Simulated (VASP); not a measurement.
# Cu (Cmcm) in VASP: single point with PBEsol

Aim: the single point of Cu with PBEsol.

Everything below comes from runs of VASP 6.6.1. Logs are shortened: lines on timing, memory, paths and dates and some standing lists are left out, and cuts for length are marked.

### 1 The cell of the first run

Symmetry: Cmcm, No. 63, orthorhombic system. Conventional cell: a = 2.430 Å, b = 7.920 Å, c = 2.560 Å, α = 90.00°, β = 90.00°, γ = 90.00°. Cu (site symmetry m2m) has 10 Cu at 2.43 to 2.56 Å within 3.2 Å.

### 2 Single point, PBEsol (strain +0.0375 x Voigt [0, 0, 1, 0, 0, 0])

Input file INCAR:

```
SYSTEM = Cu
  PREC = Accurate
  ENCUT = 520
  EDIFF = 1E-6
  ISMEAR = 0
  SIGMA = 0.15
  LREAL = .False.
  LASPH = .True.
  NELM = 60
  ALGO = Fast
  ISIF = 2
  LWAVE = .False.
  LCHARG = .True.
  GGA = PS
  LELF = .True.
  LVHAR = .True.
  NBANDS = 18
```

Input file KPOINTS:

```
Automatic mesh
0
Gamma
  26 26 24
  0 0 0
```

Input file POSCAR:

```
Cu
1.0
    1.2147975457     -3.9598457492      0.0000000000
    1.2147975457      3.9598457492      0.0000000000
    0.0000000000      0.0000000000      2.5602439965
Cu
2
Direct
    0.1338530444      0.8661469556      0.2500000000
    0.8661469556      0.1338530444      0.7500000000
```

Potentials or basis: VASP PAW PBE potentials, release 64 (Cu).

Command:

```sh
$ cat potpaw_PBE.64/Cu/POTCAR > POTCAR
$ mpirun -np 1 vasp_std > vasp.out
```

OUTCAR:

```text
SYSTEM = Cu
   PREC = Accurate
   ENCUT = 520
   EDIFF = 1E-6
   ISMEAR = 0
   LREAL = .False.
   LASPH = .True.
   NELM = 60
   ISIF = 2
   GGA = PS

 ion  position               nearest neighbor table
   1  0.134  0.866  0.250-   2 2.48   2 2.48   2 2.55   2 2.55   2 2.55   2 2.55
   2  0.866  0.134  0.750-   1 2.48   1 2.48   1 2.55   1 2.55   1 2.55   1 2.55

  LATTYP: Found a base centered orthorhombic cell.
 ALAT       =     2.4295950914
 B/A-ratio  =     3.2596754605
 C/A-ratio  =     1.0537739418

  Lattice vectors:

 A1 = (   1.2147975457,  -3.9598457492,   0.0000000000)
 A2 = (   1.2147975457,   3.9598457492,   0.0000000000)
 A3 = (   0.0000000000,   0.0000000000,   2.5602439965)

Analysis of symmetry for initial positions (statically):
=====================================================================
 Subroutine PRICEL returns:
 Original cell was already a primitive cell.

 Routine SETGRP: Setting up the symmetry group for a
 base centered orthorhombic supercell.

 Subroutine GETGRP returns: Found  8 space group operations
 (whereof  4 operations were pure point group operations)
 out of a pool of  8 trial point group operations.

The static configuration has the point symmetry C_2h.
 The point group associated with its full space group is D_2h.

Analysis of symmetry for dynamics (positions and initial velocities):
=====================================================================
 Subroutine PRICEL returns:
 Original cell was already a primitive cell.

 Routine SETGRP: Setting up the symmetry group for a
 base centered orthorhombic supercell.

 Subroutine GETGRP returns: Found  8 space group operations
 (whereof  4 operations were pure point group operations)
 out of a pool of  8 trial point group operations.

The dynamic configuration has the point symmetry C_2h.
 The point group associated with its full space group is D_2h.

 Subroutine INISYM returns: Found  8 space group operations
 (whereof  4 operations are pure point group operations),
 and found     1 'primitive' translations

----------------------------------------------------------------------------------------

                                     Primitive cell

  volume of cell :      24.6317

  direct lattice vectors                    reciprocal lattice vectors
     1.214797546 -3.959845749  0.000000000     0.411591217 -0.126267545  0.000000000
     1.214797546  3.959845749  0.000000000     0.411591217  0.126267545  0.000000000
     0.000000000  0.000000000  2.560243997     0.000000000  0.000000000  0.390587773

  length of vectors
     4.141993655  4.141993655  2.560243997     0.430523893  0.430523893  0.390587773

  position of ions in fractional coordinates (direct lattice)
     0.133853044  0.866146956  0.250000000
     0.866146956  0.133853044  0.750000000

  ion indices of the primitive-cell ions
   primitive index   ion index
                 1           1
                 2           2

----------------------------------------------------------------------------------------

 KPOINTS: Automatic mesh

Automatic generation of k-mesh.
 Grid dimensions read from file:
 generate k-points for:   26   26   24

 Generating k-lattice:

  Cartesian coordinates                     Fractional coordinates (reciprocal lattice)
     0.015830431 -0.004856444  0.000000000     0.038461538  0.000000000  0.000000000
     0.015830431  0.004856444  0.000000000     0.000000000  0.038461538  0.000000000
     0.000000000  0.000000000  0.016274491     0.000000000  0.000000000  0.041666667

  Length of vectors
     0.016558611  0.016558611  0.016274491

  Shift w.r.t. Gamma in fractional coordinates (k-lattice)
     0.000000000  0.000000000  0.000000000

 Subroutine IBZKPT returns following result:
 ===========================================

 Found   2379 irreducible k-points:

 Following reciprocal coordinates:
            Coordinates               Weight
  0.000000  0.000000  0.000000      1.000000
  0.038462  0.000000  0.000000      4.000000
  0.076923  0.000000  0.000000      4.000000
  0.115385 -0.000000  0.000000      4.000000
  0.153846 -0.000000  0.000000      4.000000
  0.192308 -0.000000  0.000000      4.000000
[... 16 lines left out ...]
  0.346154  0.038462  0.000000      4.000000
  0.384615  0.038462  0.000000      4.000000
 [... further k-points ...]
   k-points           NKPTS =   2379   k-points in BZ     NKDIM =   2379   number of bands    NBANDS=     18
   number of dos      NEDOS =    301   number of ions     NIONS =      2
   total plane-waves  NPLWV =  20480
   dimension x,y,z NGX =    32 NGY =   32 NGZ =   20
   dimension x,y,z NGXF=    64 NGYF=   64 NGZF=   40
   ions per type =               2
   NGX,Y,Z   is equivalent  to a cutoff of  12.84, 12.84, 12.99 a.u.
   NGXF,Y,Z  is equivalent  to a cutoff of  25.69, 25.69, 25.97 a.u.
 SYSTEM =  Cu
   PREC   = accura    normal or accurate (medium, high low for compatibility)
   ISTART =      0    job   : 0-new  1-cont  2-samecut
   ICHARG =      2    charge: 1-file 2-atom 10-const
   ISPIN  =      1    spin polarized calculation?
   LNONCOLLINEAR =      F non collinear calculations
   LSORBIT =      F    spin-orbit coupling
   LASPH  =      T    aspherical Exc in radial PAW
   ENCUT  =  520.0 eV  38.22 Ry    6.18 a.u.   7.70  7.70  4.76*2*pi/ulx,y,z
   NELM   =     60;   NELMIN=  2; NELMDL= -5     # of ELM steps
   EDIFF  = 0.1E-05   stopping-criterion for ELM
   LREAL  =      F    real-space projection
   EDIFFG = 0.1E-04   stopping-criterion for IOM
   NSW    =      0    number of steps for IOM
   IBRION =     -1    ionic relax: 0-MD 1-quasi-New 2-CG
   NFREE  =      0    steps in history (QN), initial steepest desc. (CG)
   ISIF   =      2    stress and relaxation
   ISYM   =      2    0-nonsym 1-usesym 2-fastsym
   POTIM  = 0.5000    time-step for ionic-motion
   TEBEG  =    0.0;   TEEND  =   0.0 temperature during run
   PSTRESS=    0.0 pullay stress
   NELECT =      22.0000    total number of electrons
   NUPDOWN=      -1.0000    fix difference up-down
   EMIN   =  10.00;   EMAX   =-10.00  energy-range for DOS
   EFERMI =   0.00;   METHOD = LEGACY
   ISMEAR =     0;   SIGMA  =   0.15  broadening in eV -4-tet -1-fermi 0-gaus
   EFERMI_NEDOS =   21; number of points for ismear=-14 and -15
   IALGO  =     68    algorithm
   IMIX   =      4    mixing-type and parameters
     AMIX     =   0.40;   BMIX     =  1.00
     AMIX_MAG =   1.60;   BMIX_MAG =  1.00
  volume/ion in A,a.u.               =      12.32        83.11
  Fermi-wavevector in a.u.,A,eV,Ry     =   1.576587  2.979317 33.818993  2.485626
  Thomas-Fermi vector in A             =   2.677397
   LORBIT       =      0    0 simple, 1 ext, 2 COOP (PROOUT), +10 PAW based schemes
   GGA     = PS    functional components
   LHFCALC =     F    Hartree Fock is set to
   AEXX    =    0.0000 exact exchange contribution
   IVDW    =     0    specifies the selected vdW correction
   LEPSILON=     F    determine dielectric tensor
   LRPA    =     F    only Hartree local field effects (RPA)
 non-spin polarized calculation
 RMM-DIIS sequential band-by-band and
 Gauss-broadening in eV      SIGMA  =   0.15
  energy-cutoff  :      520.00
  volume of cell :       24.63
 maximum number of plane-waves:       681
   NGX = 15   NGY = 15   NGZ =  9

 number of electron      21.9999999 magnetization

 Free energy of the ion-electron system (eV)
  ---------------------------------------------------
  ext. energy  EPLUGINS =         0.00000000
  ---------------------------------------------------
  free energy    TOTEN  =        -8.28367074 eV

  energy without entropy =       -8.27688584  energy(sigma->0) =       -8.28027829

 E-fermi :   6.8528     XC(G=0): -12.6316

 val. band max:        6.8527254720   @ k =   0.3462   0.2692   0.1250
 cond. band min:       6.8566670746   @ k =   0.4231   0.0769   0.1250
 fundamental gap:      0.0039416027
 Fermi energy:         6.8528071512

 k-point     1 :       0.0000    0.0000    0.0000
  band No.  band energies     occupation
      1      -2.1861      2.00000
      2       2.1133      2.00000
      3       2.7842      2.00000
      4       3.2599      2.00000
      5       3.8151      2.00000
      6       4.3452      2.00000
[... 10 lines left out ...]
     17      26.4874      0.00000
     18      28.7716      0.00000

 k-point     2 :       0.0385    0.0000    0.0000
  band No.  band energies     occupation
      1      -2.1428      2.00000
      2       2.1306      2.00000
      3       2.8008      2.00000
      4       3.2757      2.00000
      5       3.8203      2.00000
      6       4.3425      2.00000
[... 10 lines left out ...]
     17      25.7623      0.00000
     18      29.0744      0.00000

 k-point     3 :       0.0769    0.0000    0.0000
  band No.  band energies     occupation
      1      -2.0136      2.00000
      2       2.1806      2.00000
      3       2.8502      2.00000
      4       3.3226      2.00000
      5       3.8359      2.00000
      6       4.3310      2.00000
[... 10 lines left out ...]
     17      25.7780      0.00000
     18      29.2666      0.00000

 k-point     4 :       0.1154   -0.0000    0.0000
  band No.  band energies     occupation
      1      -1.8002      2.00000
      2       2.2578      2.00000
      3       2.9297      2.00000
      4       3.3989      2.00000
      5       3.8607      2.00000
      6       4.2772      2.00000
[... 375 lines left out ...]
      4       3.5431      2.00000
      5       4.0234      2.00000
      6       4.1655      2.00000
[... 10 lines left out ...]
     17      26.9086      0.00000
     18      28.3909      0.00000

 k-point    23 :       0.3462    0.0385    0.0000
  band No.  band energies     occupation
      1       1.2637      2.00000
      2       2.6332      2.00000
      3       3.1998      2.00000
      4       3.6268      2.00000
      5       4.0324      2.00000
      6       4.1462      2.00000
[... 10 lines left out ...]
     17      26.6727      0.00000
     18      27.4127      0.00000

 k-point    24 :       0.3846    0.0385    0.0000
  band No.  band energies     occupation
      1       1.6641      2.00000
      2       2.5600      2.00000
      3       3.2567      2.00000
      4       3.7456      2.00000
      5       4.0375      2.00000
      6       4.1194      2.00000
[... 10 lines left out ...]
     17      26.1768      0.00000
     18      27.6101      0.00000

 [... further k-points ...]

------------------------ aborting loop because EDIFF is reached ----------------------------------------

  FORCE on cell =-STRESS in cart. coord.  units (eV):
  Direction    XX          YY          ZZ          XY          YZ          ZX
  --------------------------------------------------------------------------------------
  -------------------------------------------------------------------------------------
  Total       -0.1073742     -0.5902645     -1.2000603      0.0000000      0.0000000      0.0000000
  in kB       -6.9842084    -38.3940299    -78.0584875      0.0000000      0.0000000      0.0000000
  external PRESSURE =     -41.1455752 kB  Pullay stress =       0.0000000 kB

 VOLUME and BASIS-vectors are now :
 -----------------------------------------------------------------------------
  energy-cutoff  :      520.00
  volume of cell :       24.63
      direct lattice vectors                 reciprocal lattice vectors
     1.214797546 -3.959845749  0.000000000     0.411591217 -0.126267545  0.000000000
     1.214797546  3.959845749  0.000000000     0.411591217  0.126267545  0.000000000
     0.000000000  0.000000000  2.560243997     0.000000000  0.000000000  0.390587773

 POSITION                                       TOTAL-FORCE (eV/Angst)
 -----------------------------------------------------------------------------------
      1.21480      2.89977      0.64006         0.000000     -0.028999      0.000000
      1.21480     -2.89977      1.92018         0.000000      0.028999     -0.000000
 -----------------------------------------------------------------------------------
    total drift:                                0.000000      0.000000      0.000000

  FREE ENERGIE OF THE ION-ELECTRON SYSTEM (eV)
  ---------------------------------------------------
  free  energy   TOTEN  =        -8.2836707431 eV

  energy  without entropy=       -8.2768858391  energy(sigma->0) =       -8.28027829
```

Wall time 31 min (1 thread of Intel Xeon 8259CL, shared host); peak memory 0.89 GiB.

Results:

```
Free energy            : -8.2837 eV
Pressure               : -4.1 GPa
Largest force          : 0.029 eV/Å
Band gap on the k mesh : zero (bands 11 and 12 overlap by 5.48 eV)
```

Forces in eV/Å, atoms in the order of the input:
```
Cu   0.000 -0.029  0.000
Cu   0.000  0.029  0.000
```

Levels at points of the mesh, in eV from the Fermi level:
| k point | band 7 | band 8 | band 9 | band 10 | band 11 | band 12 | band 13 | band 14 | band 15 | band 16 |
| --- | --- | --- | --- | --- | --- | --- | --- | --- | --- | --- |
| (0.00, 0.00, 0.00) | -2.19 | -1.91 | -1.77 | -1.63 | -1.37 | 0.21 | 4.97 | 13.32 | 18.47 | 18.78 |
| (0.50, 0.00, 0.00) | -2.68 | -2.38 | -2.09 | -1.59 | -0.34 | 1.44 | 2.78 | 7.05 | 13.22 | 15.92 |
| (0.50, 0.50, 0.00) | -2.46 | -2.29 | -2.27 | -1.87 | -1.53 | -1.45 | 13.95 | 15.56 | 15.94 | 16.25 |
| (0.00, 0.00, 0.50) | -2.54 | -2.54 | -1.59 | -1.59 | -0.22 | -0.22 | 7.99 | 7.99 | 9.23 | 9.23 |
| (0.50, 0.00, 0.50) | -1.74 | -1.74 | -1.24 | -1.24 | 3.59 | 3.59 | 7.27 | 7.27 | 9.44 | 9.44 |
| (0.50, 0.50, 0.50) | -1.88 | -1.88 | -1.54 | -1.54 | -1.05 | -1.05 | 3.31 | 3.31 | 17.90 | 17.90 |

Caveat: the cell differs from its parent crystal (strain +0.0375 x Voigt [0, 0, 1, 0, 0, 0]); the stress differs along the axes, from -8 to -1 GPa; the PAW data sets were made with another functional, which shifts forces and pressure a little.
